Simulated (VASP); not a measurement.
Set up this calculation in VASP 6.6.1, as the native input.

```
Task                               : single point
Functional                         : r2SCAN0
Potentials or basis                : VASP PAW PBE potentials, release 64 (Hf_pv, N)
Cutoff                             : 520 eV
k mesh                             : 5 × 5 × 5
Occupations                        : fermi-dirac, width 0.05 eV
Spin                               : no spin polarisation
Dipole correction                  : no
Grid for exact exchange (PRECFOCK) : Normal
Further INCAR settings             : ALGO = Normal; EDIFF = 1e-06; NBANDS = 14
Share of exact exchange            : 0.25
```

HfN:

```
CELL_PARAMETERS angstrom
0.00000 2.45482 2.45482
2.45482 0.00000 2.45482
2.45482 2.45482 0.00000
ATOMIC_POSITIONS crystal
Hf 0.00000 0.00000 0.00000
N 0.25000 0.25000 0.25000
```

The input as run:

POSCAR

```
HfN
1.0
    0.0000000000      2.4548220000      2.4548220000
    2.4548220000      0.0000000000      2.4548220000
    2.4548220000      2.4548220000      0.0000000000
Hf N
1 1
Direct
    0.0000000000      0.0000000000      0.0000000000
    0.2500000000      0.2500000000      0.2500000000
```

INCAR.step1

```
PREC = Accurate
ENCUT = 520
EDIFF = 1E-5
ISMEAR = -1
SIGMA = 0.05
LREAL = False
LASPH = True
NELM = 100
ALGO = Normal
ISIF = 2
LWAVE = True
GGA = PE
NBANDS = 14
```

INCAR.step2

```
PREC = Accurate
ENCUT = 520
EDIFF = 1E-6
ISMEAR = -1
SIGMA = 0.05
LREAL = False
LASPH = True
NELM = 100
ALGO = Normal
ISIF = 2
LWAVE = False
LCHARG = True
METAGGA = R2SCAN
LHFCALC = True
AEXX = 0.25
LMIXTAU = True
PRECFOCK = Normal
LELF = True
LVHAR = True
ISTART = 1
NBANDS = 14
```

KPOINTS

```
Automatic mesh
0
Gamma
  5 5 5
```

Potentials or basis: VASP PAW PBE potentials, release 64 (Hf_pv, N).

Run with:

```sh
$ cat potpaw_PBE.64/Hf_pv/POTCAR potpaw_PBE.64/N/POTCAR > POTCAR
$ cp INCAR.step1 INCAR
$ mpirun -np 1 vasp_std > vasp.out
$ cp INCAR.step2 INCAR
$ mpirun -np 1 vasp_std > vasp.out
```

Results of the run:

* Pressure: -6.1 GPa
* Band gap on the k mesh: zero (an odd number of electrons rules out a gap without spin polarisation)

Caveat: the k points lie up to 0.44 Å⁻¹ apart, too coarse for converged energies and pressures of a metal; the PAW data sets were made with another functional, which shifts forces and pressure a little; spin-orbit coupling is left out, which moves the levels of the heavy elements; an odd number of electrons without spin polarisation forces a metal; a magnetic or distorted state may lie lower.

Wall time 11 min on 1 thread of Intel(R) Xeon(R) Platinum 8259CL CPU @ 2.50GHz (Skylake/Cascade Lake) (shared host), peak memory 0.17 GiB.
